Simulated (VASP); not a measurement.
Write the native input for VASP 6.6.1 that does the following.

```
Task                   : single point
Functional             : PBEsol
Potentials or basis    : VASP PAW PBE potentials, release 64 (Pb_d, Se)
Cutoff                 : 520 eV
k mesh                 : 14 × 14 × 14
Occupations            : gaussian, width 0.01 eV
Spin                   : no spin polarisation
Dipole correction      : no
Further INCAR settings : ALGO = Normal; EDIFF = 1e-06; NBANDS = 17
```

The structure of PbSe lies in POSCAR:

```
PbSe
1.0
    0.0000000000      2.9145363110      2.9145363110
    2.9145363110      0.0000000000      2.9145363110
    2.9145363110      2.9145363110      0.0000000000
Pb Se
1 1
Direct
    0.0000000000      0.0000000000      0.0000000000
    0.5000000000      0.5000000000      0.5000000000
```

One way to write it, as run:

INCAR

```
SYSTEM = PbSe
PREC = Accurate ; ENCUT = 520
EDIFF = 1E-6 ; ISMEAR = 0
SIGMA = 0.01 ; LREAL = .FALSE.
LASPH = .TRUE. ; NELM = 80
ALGO = Normal ; ISIF = 2
LWAVE = .FALSE. ; LCHARG = .TRUE.
GGA = PS ; LELF = .TRUE.
LVHAR = .TRUE. ; NBANDS = 17
```

KPOINTS

```
Automatic mesh
0
G
  14 14 14
  0 0 0
```

Potentials or basis: VASP PAW PBE potentials, release 64 (Pb_d, Se).

Launch:

```console
$ cat potpaw_PBE.64/Pb_d/POTCAR potpaw_PBE.64/Se/POTCAR > POTCAR
$ mpirun -np 1 vasp_std > vasp.out
```

It gave:

The pressure is 10.0 GPa and the band gap on the k mesh is 0.38 eV (least direct gap 0.40 eV).

Caveat: the cell stands under pressure; the PAW data sets were made with another functional, which shifts forces and pressure a little; spin-orbit coupling is left out, which moves the levels of the heavy elements.

It took 34 s on 1 thread of Intel(R) Xeon(R) Platinum 8559C (Emerald Rapids), with other jobs on the host, peak memory 0.23 GiB.
